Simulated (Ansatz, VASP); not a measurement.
**LiH in VASP and in Ansatz**

```
Li H
1.0
     2.78155    0.00000    0.00000
    -1.39077    2.40889    0.00000
     0.00000    0.00000    4.87296
Li H
2 2
Direct
  0.00000 0.00000 0.00000
  0.00000 0.00000 0.50000
  0.33333 0.66667 0.25000
  0.66667 0.33333 0.75000
```

Alike in both runs: task single point; functional r2SCAN; k mesh 9 × 9 × 4; no spin polarisation.

|  | VASP | Ansatz |
| --- | --- | --- |
| version | VASP 6.6.1 | Ansatz 0.2.0 |
| potentials or method | VASP PAW PBE potentials, release 64 (Li_sv, H) | plane waves, PAW |
| plane-wave cutoff (eV) | 520 | 500 |
| occupations | gaussian, width 0.01 eV | fixed |
| valence electrons in the cell | 8 | 8 |

Ansatz gave:

| Property | Result |
| --- | --- |
| gap on the k mesh at the Fermi level (eV) | 5.11 |

Question: Estimate VASP's values.

Answer: gap on the k mesh at the Fermi level (eV): 5.14.

VASP's potentials were made for PBE, not for r2SCAN.

Noted on VASP's run: the cutoff is short for stress, so the pressure is rough.
